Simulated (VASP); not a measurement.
Crystal: Sn2TeO2.

```
Sn Te O
1.0
    -2.24609    2.24609    5.31057
     2.24609   -2.24609    5.31057
     2.24609    2.24609   -5.31057
Sn Te O
2 1 2
Direct
  0.63281 0.63281 0.00000
  0.36719 0.36719 0.00000
  0.00000 0.00000 0.00000
  0.25000 0.75000 0.50000
  0.75000 0.25000 0.50000
```

The cell was built from a structure type or drawn by symmetry, and may not be a known phase.

* Program: VASP 6.6.1
* Task: relaxation of cell and atoms
* Functional: PBE
* Potentials or basis: VASP PAW PBE potentials, release 64 (Sn_d, Te, O)
* Cutoff: 600 eV
* k mesh: 6 × 6 × 6
* Occupations: gaussian, width 0.1 eV
* Spin: no spin polarisation

At the start: pressure -9.7 GPa; volume 21.43 Å³/atom.

Q: How do energy, volume and symmetry change on relaxing?

A: Over 12 steps the energy falls by 627.4 meV/atom and the volume is 18.63 Å³/atom (-13.1 %); space group I4/mmm (No. 139, to 0.1 Å) before and after.

The path:
```
step  energy change (eV)  largest force (eV/Å)  pressure (GPa)  volume (Å³)
   1              0.0000                3.2741           -9.67       107.17
   2             -1.7479                1.0068            1.46        88.16
   3             -1.8042                0.2977            6.38        84.68
   4             -2.5154                1.2392            6.81        86.63
   5             -2.3320                4.0140           14.64        88.21
   6             -2.6432                2.7520            9.91        87.69
   7             -3.0742                0.9829            0.79        95.47
   8             -3.0809                0.7181           -0.28        96.59
   9             -3.1034                0.5741           -0.25        95.81
  10             -3.1361                0.1105           -0.05        93.47
  11             -3.1365                0.0527           -0.03        93.17
  12             -3.1371                0.0114           -0.04        93.17
```

Final structure:
```
Sn Te O
1.0
    -1.89968    1.89968    6.45454
     1.89968   -1.89968    6.45454
     1.89968    1.89968   -6.45454
Sn Te O
2 1 2
Direct
  0.65700 0.65700 0.00000
  0.34300 0.34300 0.00000
  0.00000 0.00000 0.00000
  0.25000 0.75000 0.50000
  0.75000 0.25000 0.50000
```
